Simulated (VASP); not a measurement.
Runs of VASP 6.6.1 on Si2W. The structure is that of space group I4/mmm (No. 139), or close to it. The cells are those of the table. 

| task | cell | cutoff (eV) | gap on the mesh (eV) | pressure (GPa) | largest force (eV/Å) |
| --- | --- | --- | --- | --- | --- |
| single point | a = 4.548 Å, angles 138.6, 138.6, 59.9°, 3 atoms | 520 | none | -6.6 | 0.32 |
| electric field gradients | a = 4.533 Å, angles 138.6, 138.6, 59.9°, 3 atoms | 400 | none | (b) | 0.30 |
| electric field gradients | a = 4.537, b = 4.537, c = 4.503 Å, angles 138.4, 138.4, 59.4°, 3 atoms | 520 | none | -6.2 | 0.31 |
| electric field gradients | a = 4.559, b = 4.559, c = 4.592 Å, angles 138.9, 138.9, 60.4°, 3 atoms | 520 | none | -6.2 | 0.30 |
| single point | a = 4.525 Å, angles 139.3, 139.3, 58.9°, 3 atoms | 520 | none | 2.6 | 0.23 |
| single point | a = 4.582 Å, angles 139.0, 139.0, 59.4°, 3 atoms | 520 | none | -8.7 | 0.34 |
| single point | a = 4.536 Å, angles 139.0, 139.0, 59.4°, 3 atoms | 520 | none | -2.3 | 0.27 |
| electric field gradients | a = 4.542, b = 4.542, c = 4.526 Å, angles 138.5, 138.5, 59.7°, 3 atoms | 520 | none | (a) | 0.32 |
| single point | a = 4.514 Å, angles 138.3, 138.3, 60.4°, 3 atoms | 520 | none | -4.2 | 0.30 |

Alike in all rows: level LDA; potentials or basis VASP PAW LDA potentials, release 64 (Si, W_sv); no spin polarisation; k mesh 11 × 11 × 14; smearing fermi-dirac 0.05 eV.

Question: Fill in the values left out.

Answer: (a) -6.5; (b) -4.4.

Caveats: spin-orbit coupling is left out, which moves the levels of the heavy elements.

A k mesh can miss the band edges, and the runs leave out spin-orbit coupling on W.

A gap of «none» marks levels without a gap at the run's occupations.
